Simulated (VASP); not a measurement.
The system is Rh.

```
CELL_PARAMETERS angstrom
0.00000 1.89785 1.89785
1.89785 0.00000 1.89785
1.89785 1.89785 0.00000
ATOMIC_POSITIONS crystal
Rh 0.00000 0.00000 0.00000
```

* Program: VASP 6.6.1
* Task: relaxation of cell and atoms
* Functional: PBEsol
* Potentials or basis: VASP PAW PBE potentials, release 64 (Rh_pv)
* Cutoff: 600 eV
* k mesh: 18 × 18 × 18
* Occupations: methfessel-paxton, width 0.05 eV
* Spin: no spin polarisation

At the start: pressure -3.8 GPa; volume 13.67 Å³/atom.

Task: How do energy, volume and symmetry change on relaxing?

Result: Over 3 steps the energy falls by 2.2 meV/atom and the volume is 13.49 Å³/atom (-1.3 %); space group Fm-3m (No. 225, to 0.05 Å).

Step by step:
```csv
step,energy change (eV),largest force (eV/Å),pressure (GPa),volume (Å³)
1,0.0000,0.0000,-3.84,13.67
2,0.0132,0.0000,11.27,13.03
3,-0.0022,0.0000,-0.04,13.49
```

Final structure:
```xyz
1
Lattice="0.0000 1.8895 1.8895 1.8895 0.0000 1.8895 1.8895 1.8895 0.0000" Properties=species:S:1:pos:R:3 pbc="T T T"
Rh    0.0000    0.0000    0.0000
```

Caveat: the PAW data sets were made with another functional, which shifts forces and pressure a little.
